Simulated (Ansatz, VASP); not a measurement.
**Ir: VASP beside Ansatz**

File INCAR:

```
PREC = Accurate
ENCUT = 600
EDIFF = 1E-6
ISMEAR = -1
SIGMA = 0.1
LREAL = False
LASPH = True
NELM = 60
ALGO = Normal
ISIF = 3
LWAVE = False
LCHARG = False
GGA = PS
IBRION = 2
NSW = 80
EDIFFG = -0.01
```

Contents of KPOINTS:

```
regular mesh
0
Gamma
  13 13 7
```

File POSCAR:

```
Ir
1.0
    2.7148619862      0.0000000000      0.0000000000
   -1.3574309931      2.3511394478      0.0000000000
    0.0000000000      0.0000000000      4.4333696235
Ir
2
Direct
    0.3333333333      0.6666666667      0.2500000000
    0.6666666667      0.3333333333      0.7500000000
```

Input for Ansatz:

```yaml
crystal:
  lattice:
    - [2.7148619862, 0.0, 0.0]
    - [-1.3574309931, 2.3511394478, 0.0]
    - [0.0, 0.0, 4.4333696235]
  atoms:
    - { symbol: Ir, position: [0.3333333333, 0.6666666667, 0.25] }
    - { symbol: Ir, position: [0.6666666667, 0.3333333333, 0.75] }
hamiltonian:
  xc: pbesol
  pseudopotentials:
    kind: paw
    azcp:
      Ir: "pseudopotentials/Ir.paw.azcp"
basis:
  ecutwfc: 420
  fft_grid_basis: typed
kpoints:
  mp_grid: { grid: [13, 13, 7], shift: [0, 0, 0] }
magnetization:
  spin_polarized: false
scf:
  occupations: { method: fermi_dirac, width: 0.1 }
relax:
  max_steps: 60
  f_tol: 0.01
  cell: {}
output:
  write_density: true
  write_potential: true
  elf: true
  volumetric_format: npy
```

Alike in both runs: task relaxation of cell and atoms; functional PBEsol; k mesh 13 × 13 × 7; occupations fermi-dirac, width 0.1 eV; no spin polarisation.

```csv
,VASP,Ansatz
version,VASP 6.6.1,Ansatz 0.2.0
potentials or method,"VASP PAW PBE potentials, release 64 (Ir), cutoff 600 eV","plane waves (420 eV) with PAW, scalar-relativistic"
valence electrons in the cell,18,34
```

VASP gave:

- relaxed volume (Å³/atom): 14.17
- relaxed cell length with the largest relative difference (Å): 2.722

Problem. Estimate Ansatz's values.

Solution. Relaxed volume (Å³/atom): 14.13; relaxed cell length with the largest relative difference (Å): 2.719.

VASP's potentials were made for PBE, not for PBEsol, and Ansatz warns of the same on its side. VASP's potentials hold 18 valence electrons a cell and Ansatz's 34, so a difference there can come from the potentials and not from the codes.

Neither program's run includes spin-orbit coupling.
